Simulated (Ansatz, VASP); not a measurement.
**One calculation of AlSn, two programs**

```xyz
2
Lattice="4.2534 0.0000 0.0000 -2.1267 3.6835 0.0000 0.0000 0.0000 3.3504" Properties=species:S:1:pos:R:3 pbc="T T T"
Sn    0.0000    2.4557    1.6752
Al    0.0000    0.0000    0.0000
```

Alike in both runs: task single point; functional r2SCAN; k mesh 7 × 7 × 8; occupations fermi-dirac, width 0.05 eV; no spin polarisation.

|  | VASP | Ansatz |
| --- | --- | --- |
| version | VASP 6.6.1 | Ansatz 0.2.0 |
| potentials or method | VASP PAW PBE potentials, release 64 (Sn_d, Al) | Ansatz PAW |
| plane-wave cutoff (eV) | 520 | 500 |
| valence electrons in the cell | 17 | 17 |

```csv
,VASP,Ansatz,Ansatz less VASP
gap on the k mesh at the Fermi level (eV),none,none,-
pressure (GPa),-3.0,-2.9,+0.12
"traceless stress, the component that is largest in VASP (GPa)",-0.86,-0.86,-0.004
```

VASP's potentials were made for PBE, not for r2SCAN. A gap of «none» marks a metal or a gap that the smearing closes. The functional is the same, so the differences come from potentials, cutoffs and numerics.
